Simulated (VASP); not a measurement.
# CuO in VASP: further runs

The runs below take CuO through single point, with PBEsol+U, RPBE.

Everything below comes from runs of VASP 6.6.1. Logs are shortened: lines on timing, memory, paths and dates and some standing lists are left out, and cuts for length are marked.

**1. The cell of the first run**

The typed cell holds 4 atoms: a = 2.904 Å, b = 2.904 Å, c = 5.105 Å, α = 89.95°, β = 89.95°, γ = 89.84°.

**2. Single point, PBEsol+U**

INCAR

```
SYSTEM = CuO
  PREC = Accurate
  ENCUT = 820
  EDIFF = 1E-6
  ISMEAR = -1
  SIGMA = 0.05
  LREAL = .FALSE.
  LASPH = .TRUE.
  NELM = 200
  ALGO = Normal
  ISIF = 2
  LWAVE = .FALSE.
  LCHARG = .FALSE.
  LMAXMIX = 4
  LDAU = .TRUE.
  LDAUTYPE = 2
  LDAUL = 2 -1
  LDAUU = 3 0
  LDAUJ = 0 0
  LDAUPRINT = 1
  GGA = PS
  NBANDS = 33
  GGA_COMPAT = .FALSE.
```

KPOINTS

```
Automatic mesh
0
G
  9 9 5
  0 0 0
```

POSCAR

```
CuO
1.0
    2.9035970644     -0.0155471590     -0.0036961955
    0.0238537616      2.9035311908     -0.0036902898
    0.0109042093      0.0107527557      5.1053414677
Cu O
2 2
Direct
    0.0000000000      0.5000000000      0.0000000000
    0.5000000000      0.0000000000      0.5000000000
    0.9996583766      0.0003417803      0.7500006248
    0.0003416234      0.9996582197      0.2499993752
```

Potentials or basis: VASP PAW PBE potentials, release 64 (Cu_sv_GW, O).

Started as:

```sh
> cat potpaw_PBE.64/Cu_sv_GW/POTCAR potpaw_PBE.64/O/POTCAR > POTCAR
> mpirun -np 1 vasp_std > vasp.out
```

OUTCAR:

```text
SYSTEM = CuO
   PREC = Accurate
   ENCUT = 820
   EDIFF = 1E-6
   ISMEAR = -1
   LREAL = .FALSE.
   LASPH = .TRUE.
   NELM = 200
   ISIF = 2
   GGA = PS

 ion  position               nearest neighbor table
   1  0.000  0.500  0.000-   3 1.93   4 1.93   4 1.93   3 1.93
   2  0.500  0.000  0.500-   4 1.93   3 1.93   4 1.93   3 1.93
   3  1.000  0.000  0.750-   1 1.93   2 1.93   1 1.93   2 1.93
   4  0.000  1.000  0.250-   1 1.93   2 1.93   1 1.93   2 1.93

  LATTYP: Found a base centered monoclinic cell.
 ALAT       =     4.1122347534
 B/A-ratio  =     0.9971416258
 C/A-ratio  =     1.2415060769
 COS(beta)  =    -0.0012034030

  Lattice vectors:

 A1 = (  -2.9035970644,   0.0155471590,   0.0036961955)
 A2 = (  -0.0238537616,  -2.9035311908,   0.0036902898)
 A3 = (   0.0109042093,   0.0107527557,   5.1053414677)

Analysis of symmetry for initial positions (statically):
=====================================================================
 Subroutine PRICEL returns:
 Original cell was already a primitive cell.

 Routine SETGRP: Setting up the symmetry group for a
 base centered monoclinic supercell.

 Subroutine GETGRP returns: Found  4 space group operations
 (whereof  2 operations were pure point group operations)
 out of a pool of  4 trial point group operations.

The static configuration has the point symmetry S_2 .
 The point group associated with its full space group is C_2h.

Analysis of symmetry for dynamics (positions and initial velocities):
=====================================================================
 Subroutine PRICEL returns:
 Original cell was already a primitive cell.

 Routine SETGRP: Setting up the symmetry group for a
 base centered monoclinic supercell.

 Subroutine GETGRP returns: Found  4 space group operations
 (whereof  2 operations were pure point group operations)
 out of a pool of  4 trial point group operations.

The dynamic configuration has the point symmetry S_2 .
 The point group associated with its full space group is C_2h.

[... 184 lines left out ...]
  0.0002 -0.0000  0.9406  0.0005 -0.0182
 -0.0005  0.0010  0.0005  0.7482 -0.0002
  0.0003 -0.0001 -0.0182 -0.0002  0.9092

spin component  2

  0.9355  0.0000  0.0002 -0.0005  0.0003
  0.0000  0.9361 -0.0000  0.0010 -0.0001
  0.0002 -0.0000  0.9406  0.0005 -0.0182
 -0.0005  0.0010  0.0005  0.7482 -0.0002
  0.0003 -0.0001 -0.0182 -0.0002  0.9092

 occupancies and eigenvectors

  o =  0.7482  v = -0.0026  0.0054  0.0024 -1.0000 -0.0012  0.0000  0.0000  0.0000  0.0000  0.0000      0.0000  0.0000  0.0000  0.0000  0.0000  0.0000  0.0000  0.0000  0.0000  0.0000
  o =  0.7482  v =  0.0000  0.0000  0.0000  0.0000  0.0000 -0.0026  0.0054  0.0024 -1.0000 -0.0012      0.0000  0.0000  0.0000  0.0000  0.0000  0.0000  0.0000  0.0000  0.0000  0.0000
  o =  0.9008  v =  0.0114 -0.0039 -0.4163  0.0001 -0.9091  0.0000  0.0000  0.0000  0.0000  0.0000      0.0000  0.0000  0.0000  0.0000  0.0000  0.0000  0.0000  0.0000  0.0000  0.0000
  o =  0.9008  v =  0.0000  0.0000  0.0000  0.0000  0.0000  0.0114 -0.0039 -0.4163  0.0001 -0.9091      0.0000  0.0000  0.0000  0.0000  0.0000  0.0000  0.0000  0.0000  0.0000  0.0000
  o =  0.9355  v =  0.9999  0.0068 -0.0001 -0.0026  0.0126  0.0000  0.0000  0.0000  0.0000  0.0000      0.0000  0.0000  0.0000  0.0000  0.0000  0.0000  0.0000  0.0000  0.0000  0.0000
  o =  0.9355  v =  0.0000  0.0000  0.0000  0.0000  0.0000  0.9999  0.0068 -0.0001 -0.0026  0.0126      0.0000  0.0000  0.0000  0.0000  0.0000  0.0000  0.0000  0.0000  0.0000  0.0000
  o =  0.9361  v =  0.0000  0.0000  0.0000  0.0000  0.0000  0.0068 -1.0000  0.0041 -0.0054  0.0025      0.0000  0.0000  0.0000  0.0000  0.0000  0.0000  0.0000  0.0000  0.0000  0.0000
  o =  0.9361  v =  0.0068 -1.0000  0.0041 -0.0054  0.0025  0.0000  0.0000  0.0000  0.0000  0.0000      0.0000  0.0000  0.0000  0.0000  0.0000  0.0000  0.0000  0.0000  0.0000  0.0000
  o =  0.9489  v = -0.0053 -0.0027 -0.9092 -0.0027  0.4163  0.0000  0.0000  0.0000  0.0000  0.0000      0.0000  0.0000  0.0000  0.0000  0.0000  0.0000  0.0000  0.0000  0.0000  0.0000
  o =  0.9489  v =  0.0000  0.0000  0.0000  0.0000  0.0000 -0.0053 -0.0027 -0.9092 -0.0027  0.4163      0.0000  0.0000  0.0000  0.0000  0.0000  0.0000  0.0000  0.0000  0.0000  0.0000

 number of electron      49.9999992 magnetization

 Free energy of the ion-electron system (eV)
  ---------------------------------------------------
  ext. energy  EPLUGINS =         0.00000000
  ---------------------------------------------------
  free energy    TOTEN  =       -18.91497493 eV

  energy without entropy =      -18.89604538  energy(sigma->0) =      -18.90551016

 E-fermi :   4.9359     XC(G=0): -12.0662

 val. band max:        4.9155350416   @ k =   0.4444   0.4444   0.4000
 cond. band min:       4.9736070739   @ k =  -0.2222  -0.4444   0.4000
 fundamental gap:      0.0580720323
 Fermi energy:         4.9358798261

 k-point     1 :       0.0000    0.0000    0.0000
  band No.  band energies     occupation
      1    -106.7770      2.00000
      2    -106.7761      2.00000
      3     -64.4495      2.00000
      4     -64.4491      2.00000
      5     -64.4218      2.00000
      6     -64.4154      2.00000
[... 853 lines left out ...]
     32      16.1918      0.00000
     33      16.9990      0.00000

 [... further k-points ...]

------------------------ aborting loop because EDIFF is reached ----------------------------------------

  FORCE on cell =-STRESS in cart. coord.  units (eV):
  Direction    XX          YY          ZZ          XY          YZ          ZX
  --------------------------------------------------------------------------------------
  -------------------------------------------------------------------------------------
  Total       -0.6597596     -0.6596360     -0.7498055     -0.0043946     -0.0018871     -0.0019114
  in kB      -24.5576731    -24.5530724    -27.9093743     -0.1635751     -0.0702407     -0.0711458
  external PRESSURE =     -25.6733733 kB  Pullay stress =       0.0000000 kB

 VOLUME and BASIS-vectors are now :
 -----------------------------------------------------------------------------
  energy-cutoff  :      820.00
  volume of cell :       43.04
      direct lattice vectors                 reciprocal lattice vectors
     2.903597064 -0.015547159 -0.003696195     0.344384320 -0.002830193 -0.000729590
     0.023853762  2.903531191 -0.003690290     0.001843101  0.344392148 -0.000729288
     0.010904209  0.010752756  5.105341468     0.000250662  0.000246888  0.195872229

 POSITION                                       TOTAL-FORCE (eV/Angst)
 -----------------------------------------------------------------------------------
      0.01193      1.45177     -0.00185        -0.000000      0.000000     -0.000000
      1.45725     -0.00240      2.55082        -0.000000      0.000000     -0.000000
      2.91079     -0.00648      3.82531         0.000145     -0.000147     -0.000000
      0.02756      2.90522      1.27264        -0.000145      0.000147      0.000000
 -----------------------------------------------------------------------------------
    total drift:                                0.000000      0.000000      0.000000

  FREE ENERGIE OF THE ION-ELECTRON SYSTEM (eV)
  ---------------------------------------------------
  free  energy   TOTEN  =       -18.9149749338 eV

  energy  without entropy=      -18.8960453779  energy(sigma->0) =      -18.90551016
```

OSZICAR:

```text
N       E                     dE             d eps       ncg     rms          rms(c)
DAV:   1     0.106559015172E+04    0.10656E+04   -0.40308E+04 11810   0.589E+03
DAV:   2     0.894646668549E+02   -0.97613E+03   -0.93761E+03 12649   0.136E+03
DAV:   3    -0.179638744659E+02   -0.10743E+03   -0.10509E+03 14508   0.506E+02
DAV:   4    -0.231319807083E+02   -0.51681E+01   -0.51482E+01 12166   0.125E+02
DAV:   5    -0.233474397810E+02   -0.21546E+00   -0.21530E+00 13284   0.226E+01    0.154E+01
DAV:   6    -0.219892328079E+02    0.13582E+01   -0.33884E+01 13332   0.307E+02    0.138E+01
DAV:   7    -0.188708030718E+02    0.31184E+01   -0.11600E+01 12284   0.247E+02    0.374E+00
DAV:   8    -0.189290867122E+02   -0.58284E-01   -0.10502E+00 13164   0.131E+01    0.197E+00
DAV:   9    -0.189168262456E+02    0.12260E-01   -0.48449E-02 14748   0.126E+01    0.408E-01
DAV:  10    -0.189148682557E+02    0.19580E-02   -0.79297E-03 14132   0.510E+00    0.106E-01
DAV:  11    -0.189150160340E+02   -0.14778E-03   -0.80188E-04 13284   0.428E-01    0.606E-02
DAV:  12    -0.189149753287E+02    0.40705E-04   -0.17807E-04 13860   0.360E-01    0.109E-02
DAV:  13    -0.189149750134E+02    0.31526E-06   -0.13387E-05 10316   0.111E-01    0.611E-03
DAV:  14    -0.189149749338E+02    0.79659E-07   -0.59844E-07  6076   0.612E-02
   1 F= -.18914975E+02 E0= -.18905510E+02  d E =-.189296E-01
```

stdout:

```text
POSCAR found type information on POSCAR CuO
 POSCAR found :  2 types and       4 ions
 scaLAPACK will be used
 -----------------------------------------------------------------------------
|                                                                             |
|                                                                             |
|     You enforced a specific xc type in the INCAR file but a different       |
|     I HOPE YOU KNOW WHAT YOU ARE DOING!                                     |
|                                                                             |
 -----------------------------------------------------------------------------

 LDA part: xc-table for (Slater+PW92), standard interpolation
 POSCAR, INCAR and KPOINTS ok, starting setup
 FFT: planning ... GRIDC
 FFT: planning ... GRID_SOFT
 FFT: planning ... GRID
 WAVECAR not read
 entering main loop
```

Wall time 6 min (1 thread of Intel Xeon Platinum 8259CL at 2.50GHz (Skylake/Cascade Lake), shared host); peak memory 0.42 GiB.

What came out:

- Free energy: -18.9150 eV
- Pressure: -2.6 GPa
- Band gap on the k mesh: zero (bands 25 and 26 overlap by 1.01 eV)

Eigenvalues of the final occupation matrices:
```tsv
site	spin	trace	eigenvalues
site 1 d	1	4.47	0.75 0.90 0.94 0.94 0.95
site 1 d	2	4.47	0.75 0.90 0.94 0.94 0.95
site 2 d	1	4.47	0.75 0.90 0.94 0.94 0.95
site 2 d	2	4.47	0.75 0.90 0.94 0.94 0.95
```

Caveat: the PAW data sets were made with another functional, which shifts forces and pressure a little; U without spin polarisation on a metal has little footing.

(Continued in part 2 of 2.)

The gap in the log of VASP goes by the Fermi energy; the results here count the filled bands.